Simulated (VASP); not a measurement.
Runs of VASP 6.6.1 on La. The structure is that of space group Pm-3m (No. 221), or close to it. The cells are those of the table. 

| task | cell | cutoff (eV) | gap on the mesh (eV) | pressure (GPa) |
| --- | --- | --- | --- | --- |
| single point | a = 2.983 Å, 1 atom | 520 | none | 15.2 |
| relaxation of cell and atoms | relaxed to 45 GPa from a = 3.450 Å, 1 atom | 600 | none | 45.0 |
| single point | a = 3.312 Å, 1 atom | 520 | none | (a) |
| relaxation of cell and atoms | relaxed to 15 GPa from a = 3.450 Å, 1 atom | 600 | none | 14.8 |
| single point | a = 2.823 Å, 1 atom | 520 | none | 30.7 |

Alike in all rows: level PBE; potentials or basis VASP PAW PBE potentials, release 64 (La); no spin polarisation; k mesh 7 × 7 × 7; smearing fermi-dirac 0.05 eV.

**Question.** Estimate the missing entries.

**Answer.** (a) 0.1.

Caveats: spin-orbit coupling is left out, which moves the levels of the heavy elements; the cell is relaxed towards a set pressure, so the enthalpy falls and the energy may rise (some runs).

A k mesh can miss the band edges, and the runs leave out spin-orbit coupling on La.

A gap of «none» marks levels without a gap at the run's occupations.
